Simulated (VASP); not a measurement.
Set up this calculation in VASP 6.6.1, as the native input.

| Property | Result |
| --- | --- |
| Task | single point |
| Functional | PBE |
| Potentials or basis | VASP PAW PBE potentials, release 64 (Li_sv, Be) |
| Cutoff | 520 eV |
| k mesh | 10 × 10 × 10 |
| Occupations | fermi-dirac, width 0.15 eV |
| Spin | no spin polarisation |
| Dipole correction | no |
| Further INCAR settings | ALGO = Normal; EDIFF = 1e-06; NBANDS = 10 |

The structure of LiBe lies in POSCAR:

```
LiBe
1.0
    2.7922856329      0.0000000000      0.0000000000
    0.0000000000      2.7922856329      0.0000000000
    0.0000000000      0.0000000000      2.7922856329
Li Be
1 1
Direct
    0.0000000000      0.0000000000      0.0000000000
    0.5000000000      0.5000000000      0.5000000000
```

One way to write it, as run:

INCAR

```
SYSTEM = LiBe
PREC = Accurate
ENCUT = 520
EDIFF = 1E-6
ISMEAR = -1
SIGMA = 0.15
LREAL = .False.
LASPH = .True.
NELM = 80
ALGO = Normal
ISIF = 2
LWAVE = .False.
LCHARG = .False.
GGA = PE
NBANDS = 10
```

KPOINTS

```
regular mesh
0
Gamma
  10 10 10
  0 0 0
```

Potentials or basis: VASP PAW PBE potentials, release 64 (Li_sv, Be).

Launch:

```bash
$ cat potpaw_PBE.64/Li_sv/POTCAR potpaw_PBE.64/Be/POTCAR > POTCAR
$ mpirun -np 1 vasp_std > vasp.out
```

Run time: 8.4 s on 1 thread of AMD EPYC 7R13 Processor (Zen 3) (shared host), peak memory 0.11 GiB.
